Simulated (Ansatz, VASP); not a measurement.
## Two plane-wave programs on HfO2

INCAR

```
SYSTEM = HfO2
ALGO = Normal
EDIFF = 1E-6
ENCUT = 520
GGA = PE
ISIF = 2
ISMEAR = 0
LASPH = .TRUE.
LCHARG = .FALSE.
LREAL = .FALSE.
LWAVE = .FALSE.
NBANDS = 43
NELM = 60
PREC = Accurate
SIGMA = 0.05
```

File KPOINTS:

```
k-points
0
G
  7 7 3
  0 0 0
```

POSCAR

```
HfO2
1.0
    2.5488057606     -2.5488057606      0.0000000000
    2.5488057606      0.0000000000     -2.5488057606
    6.2523120596      6.2523120596      6.2523120596
Hf O
3 6
Direct
    0.0000000000      0.0000000000      0.6794437835
    0.3333333333      0.3333333333      0.4076717055
    0.6666666667      0.6666666667      0.1358996276
    0.6666666667      0.6666666667      0.3397286860
    1.0000000000      0.0000000000      0.0679566081
    0.3333333333      0.3333333333      0.6115007640
    0.6666666667      0.6666666667      0.7473868030
    1.0000000000      1.0000000000      0.4756147250
    0.3333333333      0.3333333333      0.2038426471
```

Input for Ansatz:

```yaml
crystal:
  lattice:
    - [2.5488057606, -2.5488057606, 0.0]
    - [2.5488057606, 0.0, -2.5488057606]
    - [6.2523120596, 6.2523120596, 6.2523120596]
  atoms:
    - { symbol: Hf, position: [0.0, 0.0, 0.6794437835] }
    - { symbol: Hf, position: [0.3333333333, 0.3333333333, 0.4076717055] }
    - { symbol: Hf, position: [0.6666666667, 0.6666666667, 0.1358996276] }
    - { symbol: O, position: [0.6666666667, 0.6666666667, 0.339728686] }
    - { symbol: O, position: [1.0, 0.0, 0.0679566081] }
    - { symbol: O, position: [0.3333333333, 0.3333333333, 0.611500764] }
    - { symbol: O, position: [0.6666666667, 0.6666666667, 0.747386803] }
    - { symbol: O, position: [1.0, 1.0, 0.475614725] }
    - { symbol: O, position: [0.3333333333, 0.3333333333, 0.2038426471] }
basis:
  ecutwfc: 420
kpoints:
  mp_grid: { grid: [7, 7, 3] }
hamiltonian:
  xc: pbe
scf:
  occupations: { method: gaussian, width: 0.05 }
output:
  forces: true
  stress: true
  eigenvalues: true
  write_density: true
  write_potential: true
  elf: true
  volumetric_format: npy
```

Alike in both runs: task single point; functional PBE; k mesh 7 × 7 × 3; occupations gaussian, width 0.05 eV; no spin polarisation.

|  | VASP | Ansatz |
| --- | --- | --- |
| version | VASP 6.6.1 | Ansatz 0.2.0 |
| potentials or method | VASP PAW PBE potentials, release 64 (Hf_pv, O), cutoff 520 eV | scalar-relativistic, plane waves, PAW |
| valence electrons in the cell | 66 | 114 |

VASP gave:

```
gap on the k mesh at the Fermi level (eV)                     : 4.15
least direct gap on the mesh (eV)                             : 4.22
pressure (GPa)                                                : -10.1
traceless stress, the component that is largest in VASP (GPa) : 2.53
rms of the force components (eV/Å)                            : 0.329
```

Q: What did Ansatz give for the same quantities?

A: gap on the k mesh at the Fermi level (eV): 4.17; least direct gap on the mesh (eV): 4.22; pressure (GPa): -7.5; traceless stress, the component that is largest in VASP (GPa): 2.27; rms of the force components (eV/Å): 0.314.

Atom by atom the forces differ by 0.047 eV/Å (rms over components). The functional is the same, so the differences come from potentials, cutoffs and numerics. VASP's potentials hold 66 valence electrons a cell and Ansatz's 114, so a difference there can come from the potentials and not from the codes.

Neither program's run includes spin-orbit coupling.
